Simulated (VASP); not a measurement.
# WC (F-43m) in VASP: notebook

WC is run at these levels: PBE; tasks: relaxation of cell and atoms.

Program: VASP 6.6.1. These are calculated values, not measurements. Logs are shortened: lines on timing, memory, paths and dates and some standing lists are left out, and cuts for length are marked.

## (1) The cell of the first run

The structure is cubic, space group F-43m (No. 216). Conventional cell: a = 4.604 Å, b = 4.604 Å, c = 4.604 Å, α = 90.00°, β = 90.00°, γ = 90.00°. W (site symmetry -43m) has 4 C at 1.99 Å within 2.6 Å. Within 2.6 Å of C (site symmetry -43m) lie 4 W at 1.99 Å.

## (2) Relaxation of cell and atoms, PBE

INCAR reads:

```
  PREC = Accurate
  ENCUT = 600
  EDIFF = 1E-7
  ISMEAR = 0
  SIGMA = 0.2
  LREAL = F
  LASPH = T
  NELM = 120
  ALGO = Normal
  ISIF = 3
  LWAVE = F
  LCHARG = F
  GGA = PE
  IBRION = 2
  NSW = 36
  EDIFFG = -0.08
  GGA_COMPAT = F
  NELMIN = 4
```

KPOINTS reads:

```
regular mesh
0
Gamma
  7 7 7
```

POSCAR reads:

```
WC
1.0
    0.0000000000      2.3021091000      2.3021091000
    2.3021091000      0.0000000000      2.3021091000
    2.3021091000      2.3021091000      0.0000000000
W C
1 1
Direct
    0.0000000000      0.0000000000      0.0000000000
    0.7500000000      0.7500000000      0.7500000000
```

Potentials or basis: VASP PAW PBE potentials, release 64 (W_sv, C).

Started as:

```
> cat potpaw_PBE.64/W_sv/POTCAR potpaw_PBE.64/C/POTCAR > POTCAR
> mpirun -np 1 vasp_std > vasp.out
```

OUTCAR:

```text
PREC = Accurate
   ENCUT = 600
   EDIFF = 1E-7
   ISMEAR = 0
   LREAL = F
   LASPH = T
   NELM = 120
   ISIF = 3
   GGA = PE
   IBRION = 2
   NSW = 36
   EDIFFG = -0.08
   NELMIN = 4

 ion  position               nearest neighbor table
   1  0.000  0.000  0.000-   2 1.99   2 1.99   2 1.99   2 1.99
   2  0.750  0.750  0.750-   1 1.99   1 1.99   1 1.99   1 1.99

  LATTYP: Found a face centered cubic cell.
 ALAT       =     4.6042182000

  Lattice vectors:

 A1 = (   0.0000000000,   2.3021091000,   2.3021091000)
 A2 = (   2.3021091000,   0.0000000000,   2.3021091000)
 A3 = (   2.3021091000,   2.3021091000,   0.0000000000)

Analysis of symmetry for initial positions (statically):
=====================================================================
 Subroutine PRICEL returns:
 Original cell was already a primitive cell.

 Routine SETGRP: Setting up the symmetry group for a
 face centered cubic supercell.

 Subroutine GETGRP returns: Found 24 space group operations
 (whereof 24 operations were pure point group operations)
 out of a pool of 48 trial point group operations.

The static configuration has the point symmetry T_d .

Analysis of symmetry for dynamics (positions and initial velocities):
=====================================================================
 Subroutine PRICEL returns:
 Original cell was already a primitive cell.

 Routine SETGRP: Setting up the symmetry group for a
 face centered cubic supercell.

 Subroutine GETGRP returns: Found 24 space group operations
 (whereof 24 operations were pure point group operations)
 out of a pool of 48 trial point group operations.

The dynamic configuration has the point symmetry T_d .

 Subroutine INISYM returns: Found 24 space group operations
 (whereof 24 operations are pure point group operations),
 and found     1 'primitive' translations

----------------------------------------------------------------------------------------

                                     Primitive cell

  volume of cell :      24.4010

  direct lattice vectors                    reciprocal lattice vectors
     0.000000000  2.302109100  2.302109100    -0.217192139  0.217192139  0.217192139
     2.302109100  0.000000000  2.302109100     0.217192139 -0.217192139  0.217192139
     2.302109100  2.302109100  0.000000000     0.217192139  0.217192139 -0.217192139

  length of vectors
     3.255673911  3.255673911  3.255673911     0.376187820  0.376187820  0.376187820

  position of ions in fractional coordinates (direct lattice)
     0.000000000  0.000000000  0.000000000
     0.750000000  0.750000000  0.750000000

  ion indices of the primitive-cell ions
   primitive index   ion index
                 1           1
                 2           2

----------------------------------------------------------------------------------------

 KPOINTS: regular mesh

Automatic generation of k-mesh.
 Grid dimensions read from file:
 generate k-points for:    7    7    7

 Generating k-lattice:

  Cartesian coordinates                     Fractional coordinates (reciprocal lattice)
    -0.031027448  0.031027448  0.031027448     0.142857143  0.000000000  0.000000000
     0.031027448 -0.031027448  0.031027448     0.000000000  0.142857143  0.000000000
     0.031027448  0.031027448 -0.031027448     0.000000000  0.000000000  0.142857143

  Length of vectors
     0.053741117  0.053741117  0.053741117

  Shift w.r.t. Gamma in fractional coordinates (k-lattice)
     0.000000000  0.000000000  0.000000000

 Subroutine IBZKPT returns following result:
 ===========================================

 Found     20 irreducible k-points:

 Following reciprocal coordinates:
            Coordinates               Weight
  0.000000  0.000000  0.000000      1.000000
  0.142857  0.000000  0.000000      8.000000
  0.285714  0.000000  0.000000      8.000000
  0.428571  0.000000  0.000000      8.000000
  0.142857  0.142857  0.000000      6.000000
  0.285714  0.142857  0.000000     24.000000
[... 12 lines left out ...]
 -0.428571  0.428571  0.142857     24.000000
 -0.285714  0.428571  0.142857     24.000000
   k-points           NKPTS =     20   k-points in BZ     NKDIM =     20   number of bands    NBANDS=     13
   number of dos      NEDOS =    301   number of ions     NIONS =      2
   total plane-waves  NPLWV =  21952
   dimension x,y,z NGX =    28 NGY =   28 NGZ =   28
   dimension x,y,z NGXF=    56 NGYF=   56 NGZF=   56
   ions per type =               1   1
   NGX,Y,Z   is equivalent  to a cutoff of  14.30, 14.30, 14.30 a.u.
   NGXF,Y,Z  is equivalent  to a cutoff of  28.60, 28.60, 28.60 a.u.
 SYSTEM =  unknown system
   PREC   = accura    normal or accurate (medium, high low for compatibility)
   ISTART =      0    job   : 0-new  1-cont  2-samecut
   ICHARG =      2    charge: 1-file 2-atom 10-const
   ISPIN  =      1    spin polarized calculation?
   LNONCOLLINEAR =      F non collinear calculations
   LSORBIT =      F    spin-orbit coupling
   LASPH  =      T    aspherical Exc in radial PAW
   ENCUT  =  600.0 eV  44.10 Ry    6.64 a.u.   6.50  6.50  6.50*2*pi/ulx,y,z
   NELM   =    120;   NELMIN=  4; NELMDL= -5     # of ELM steps
   EDIFF  = 0.1E-06   stopping-criterion for ELM
   LREAL  =      F    real-space projection
   EDIFFG = -.8E-01   stopping-criterion for IOM
   NSW    =     36    number of steps for IOM
   IBRION =      2    ionic relax: 0-MD 1-quasi-New 2-CG
   NFREE  =      1    steps in history (QN), initial steepest desc. (CG)
   ISIF   =      3    stress and relaxation
   ISYM   =      2    0-nonsym 1-usesym 2-fastsym
   POTIM  = 0.5000    time-step for ionic-motion
   TEBEG  =    0.0;   TEEND  =   0.0 temperature during run
   PSTRESS=    0.0 pullay stress
   NELECT =      18.0000    total number of electrons
   NUPDOWN=      -1.0000    fix difference up-down
   EMIN   =  10.00;   EMAX   =-10.00  energy-range for DOS
   EFERMI =   0.00;   METHOD = LEGACY
   ISMEAR =     0;   SIGMA  =   0.20  broadening in eV -4-tet -1-fermi 0-gaus
   EFERMI_NEDOS =   21; number of points for ismear=-14 and -15
   IALGO  =     38    algorithm
   IMIX   =      4    mixing-type and parameters
     AMIX     =   0.40;   BMIX     =  1.00
     AMIX_MAG =   1.60;   BMIX_MAG =  1.00
  volume/ion in A,a.u.               =      12.20        82.33
  Fermi-wavevector in a.u.,A,eV,Ry     =   1.479210  2.795301 29.770385  2.188062
  Thomas-Fermi vector in A             =   2.593396
   LORBIT       =      0    0 simple, 1 ext, 2 COOP (PROOUT), +10 PAW based schemes
   GGA     = PE    functional components
   LHFCALC =     F    Hartree Fock is set to
   AEXX    =    0.0000 exact exchange contribution
   IVDW    =     0    specifies the selected vdW correction
   LEPSILON=     F    determine dielectric tensor
   LRPA    =     F    only Hartree local field effects (RPA)
 conjugate gradient relaxation of ions
 non-spin polarized calculation
 Gauss-broadening in eV      SIGMA  =   0.20
  energy-cutoff  :      600.00
  volume of cell :       24.40
 maximum number of plane-waves:       869
 NGX is ok and might be reduce to    28
   NGX = 13   NGY = 13   NGZ = 13

--------------------------------------- Ionic step        1  -------------------------------------------

 number of electron      17.9999998 magnetization

 Free energy of the ion-electron system (eV)
  ---------------------------------------------------
  ext. energy  EPLUGINS =         0.00000000
  ---------------------------------------------------
  free energy    TOTEN  =       -21.01491471 eV

  energy without entropy =      -21.00039981  energy(sigma->0) =      -21.00765726

------------------------ aborting loop because EDIFF is reached ----------------------------------------

  FORCE on cell =-STRESS in cart. coord.  units (eV):
  Direction    XX          YY          ZZ          XY          YZ          ZX
  --------------------------------------------------------------------------------------
  -------------------------------------------------------------------------------------
  Total        2.8783332      2.8783332      2.8783332      0.0000000     -0.0000000      0.0000000
  in kB      188.9922275    188.9922275    188.9922275      0.0000000     -0.0000000      0.0000000
  external PRESSURE =     188.9922275 kB  Pullay stress =       0.0000000 kB

 VOLUME and BASIS-vectors are now :
 -----------------------------------------------------------------------------
  energy-cutoff  :      600.00
  volume of cell :       24.40
      direct lattice vectors                 reciprocal lattice vectors
     0.000000000  2.302109100  2.302109100    -0.217192139  0.217192139  0.217192139
     2.302109100  0.000000000  2.302109100     0.217192139 -0.217192139  0.217192139
     2.302109100  2.302109100  0.000000000     0.217192139  0.217192139 -0.217192139
[... 37 lines left out ...]
 POSITION                                       TOTAL-FORCE (eV/Angst)
 -----------------------------------------------------------------------------------
      2.46194      2.46194      0.00000         0.000000     -0.000000      0.000000
      3.69291      3.69291      3.69291        -0.000000      0.000000     -0.000000
 -----------------------------------------------------------------------------------
    total drift:                                0.000000      0.000000      0.000000

  FREE ENERGIE OF THE ION-ELECTRON SYSTEM (eV)
  ---------------------------------------------------
  free  energy   TOTEN  =       -20.7371278665 eV

  energy  without entropy=      -20.7119165388  energy(sigma->0) =      -20.72452220

--------------------------------------- Ionic step        3  -------------------------------------------

 number of electron      18.0000002 magnetization

 Free energy of the ion-electron system (eV)
  ---------------------------------------------------
  ext. energy  EPLUGINS =         0.00000000
  ---------------------------------------------------
  free energy    TOTEN  =       -21.10370469 eV

  energy without entropy =      -21.08621737  energy(sigma->0) =      -21.09496103

 E-fermi :   8.7778     XC(G=0): -12.2917

 val. band max:        8.7641730284   @ k =   0.0000   0.0000   0.0000
 cond. band min:       8.8662929117   @ k =  -0.4286   0.1429   0.0000
 fundamental gap:      0.1021198832
 Fermi energy:         8.7778096119

 k-point     1 :       0.0000    0.0000    0.0000
  band No.  band energies     occupation
      1     -65.9650      2.00000
      2     -30.0940      2.00000
      3     -30.0940      2.00000
      4     -30.0940      2.00000
      5      -4.8886      2.00000
      6       3.2074      2.00000
      7       3.2074      2.00000
      8       3.2074      2.00000
      9       8.7642      1.07682
     10       8.7642      1.07682
     11      11.4555      0.00000
     12      16.3164      0.00000
     13      16.3164      0.00000

 k-point     2 :       0.1429    0.0000    0.0000
  band No.  band energies     occupation
      1     -65.9624      2.00000
      2     -30.1512      2.00000
      3     -30.1026      2.00000
      4     -30.1026      2.00000
      5      -4.5214      2.00000
      6       2.9203      2.00000
      7       3.3978      2.00000
      8       3.3978      2.00000
      9       8.5956      1.80231
     10       8.5956      1.80231
     11      12.2983      0.00000
[... 310 lines left out ...]
 POSITION                                       TOTAL-FORCE (eV/Angst)
 -----------------------------------------------------------------------------------
      0.00000      0.00000      0.00000         0.000000     -0.000000     -0.000000
      3.53029      3.53029      3.53029        -0.000000      0.000000      0.000000
 -----------------------------------------------------------------------------------
    total drift:                               -0.000000     -0.000000     -0.000000

  FREE ENERGIE OF THE ION-ELECTRON SYSTEM (eV)
  ---------------------------------------------------
  free  energy   TOTEN  =       -21.1037046904 eV

  energy  without entropy=      -21.0862173707  energy(sigma->0) =      -21.09496103

 reached required accuracy - stopping structural energy minimisation
```

Run time: 16 s. Hardware: 1 thread of Intel Xeon 6975P-C (Granite Rapids), shared host; peak memory 0.16 GiB.

Results:

```
Free energy                            : -21.1037 eV
Relaxed volume                         : 13.04 Å³/atom
Relaxed cell                           : a = 3.328 Å, b = 3.328 Å, c = 3.328 Å, α = 60.00°, β = 60.00°, γ = 60.00°
Space group after relaxing (to 0.05 Å) : F-43m (No. 216)
Energy gained by relaxing              : 44.4 meV/atom
Ionic steps                            : 3
Pressure after relaxing                : -0.8 GPa
Band gap on the k mesh                 : zero (band 9 reaches 9.40 eV, above the bottom of band 10 at 8.37 eV)
```

Step by step:
| step | energy change (eV) | largest force (eV/Å) | pressure (GPa) | volume (Å³) |
| --- | --- | --- | --- | --- |
| 1 | 0.0000 | 0.0000 | 18.90 | 24.40 |
| 2 | 0.2778 | 0.0000 | -27.06 | 29.84 |
| 3 | -0.0888 | 0.0000 | -0.78 | 26.07 |

Final structure:
```
W C
1.0
     0.00000    2.35353    2.35353
     2.35353    0.00000    2.35353
     2.35353    2.35353    0.00000
W C
1 1
Direct
  0.00000 0.00000 0.00000
  0.75000 0.75000 0.75000
```

Caveat: spin-orbit coupling is left out, which moves the levels of the heavy elements.

## (3) Relaxation of cell and atoms, PBE

This run uses another cell than the first one, of 19.00 Å³/atom, 1.557 times its volume.

INCAR reads:

```
ALGO = Normal
EDIFF = 1E-7
EDIFFG = -0.08
ENCUT = 600
GGA = PE
GGA_COMPAT = False
IBRION = 2
ISIF = 3
ISMEAR = 0
LASPH = True
LCHARG = False
LREAL = False
LWAVE = False
NELM = 120
NELMIN = 4
NSW = 36
PREC = Accurate
SIGMA = 0.2
```

KPOINTS reads:

```
k-points
0
Gamma
  6 6 6
```

POSCAR reads:

```
WC
1.0
    0.0000000000      2.6682882000      2.6682882000
    2.6682882000      0.0000000000      2.6682882000
    2.6682882000      2.6682882000      0.0000000000
W C
1 1
Direct
    0.0000000000      0.0000000000      0.0000000000
    0.2500000000      0.2500000000      0.2500000000
```

Potentials or basis: VASP PAW PBE potentials, release 64 (W_sv, C).

Started as:

```
> cat potpaw_PBE.64/W_sv/POTCAR potpaw_PBE.64/C/POTCAR > POTCAR
> mpirun -np 1 vasp_std > vasp.out
```

Wall time 25 s (1 thread of AMD EPYC 9R45 (Zen 5), shared host); peak memory 0.16 GiB.

The run converged. Its results:

* Free energy: -21.0956 eV
* Relaxed volume: 13.00 Å³/atom
* Relaxed cell: a = 3.325 Å, b = 3.325 Å, c = 3.325 Å, α = 60.00°, β = 60.00°, γ = 60.00°
* Space group after relaxing (to 0.05 Å): F-43m (No. 216)
* Energy gained by relaxing: 1153.7 meV/atom
* Ionic steps: 5
* Pressure after relaxing: 0.2 GPa
* Band gap on the k mesh: zero (band 9 reaches 9.66 eV, above the bottom of band 10 at 8.61 eV)

The path:
| step | energy change (eV) | largest force (eV/Å) | pressure (GPa) | volume (Å³) |
| --- | --- | --- | --- | --- |
| 1 | 0.0000 | 0.0000 | -43.91 | 38.00 |
| 2 | 4.8616 | 0.0000 | 343.04 | 15.95 |
| 3 | -2.2506 | 0.0000 | -12.37 | 27.42 |
| 4 | -2.2958 | 0.0000 | -5.88 | 26.63 |
| 5 | -2.3075 | 0.0000 | 0.25 | 25.99 |

Final structure:
```yaml
crystal:
  lattice:
    - [0.00000, 2.35104, 2.35104]
    - [2.35104, 0.00000, 2.35104]
    - [2.35104, 2.35104, 0.00000]
  atoms:
    - { symbol: W, position: [0.00000, 0.00000, 0.00000] }
    - { symbol: C, position: [0.25000, 0.25000, 0.25000] }
```

Levels at points of the mesh, in eV from the Fermi level:
| k point | band 6 | band 7 | band 8 | band 9 | band 10 | band 11 | band 12 | band 13 |
| --- | --- | --- | --- | --- | --- | --- | --- | --- |
| (0.00, 0.00, 0.00) | -5.56 | -5.56 | -5.56 | 0.02 | 0.02 | 2.71 | 7.59 | 7.59 |
| (0.50, 0.00, 0.00) | -5.52 | -4.86 | -4.86 | 0.87 | 0.87 | 1.22 | 5.07 | 5.07 |
| (0.50, 0.50, 0.00) | -7.25 | -2.63 | -2.63 | -2.06 | 1.58 | 1.85 | 2.80 | 2.80 |

Caveat: the volume moved by over 15 % at a fixed basis, so the end points are rough; spin-orbit coupling is left out, which moves the levels of the heavy elements.

(Part 1 of 2 ends here.)
